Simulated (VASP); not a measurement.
Crystal: Ge2N.

```
Ge N
1.0
     4.18216    0.00000    0.00000
    -2.09108    3.62186    0.00000
     0.00000    0.00000    3.05753
Ge N
2 1
Direct
  0.33333 0.66667 0.50000
  0.66667 0.33333 0.50000
  0.00000 0.00000 0.00000
```

- Program: VASP 6.6.1
- Task: relaxation of cell and atoms
- Functional: PBE
- Potentials or basis: VASP PAW PBE potentials, release 64 (Ge_d, N)
- Cutoff: 600 eV
- k mesh: 6 × 6 × 6
- Occupations: gaussian, width 0.1 eV
- Spin: no spin polarisation

At the start: pressure 0.3 GPa; volume 15.44 Å³/atom.

How do energy, volume and symmetry change on relaxing?

Over 4 steps the energy falls by 7.3 meV/atom and the volume is 15.18 Å³/atom (-1.7 %); space group P6/mmm (No. 191, to 0.05 Å).

The path:
```tsv
step	energy change (eV)	largest force (eV/Å)	pressure (GPa)	volume (Å³)
1	0.0000	0.0000	0.25	46.31
2	-0.0119	0.0000	-0.61	46.47
3	-0.0171	0.0000	-1.55	46.68
4	-0.0219	0.0000	0.17	45.53
```

Final structure:
```xyz
3
Lattice="4.2498 0.0000 0.0000 -2.1249 3.6805 0.0000 0.0000 0.0000 2.9106" Properties=species:S:1:pos:R:3 pbc="T T T"
Ge    0.0000    2.4536    1.4553
Ge    2.1249    1.2268    1.4553
N     4.2498    0.0000    2.9106
```
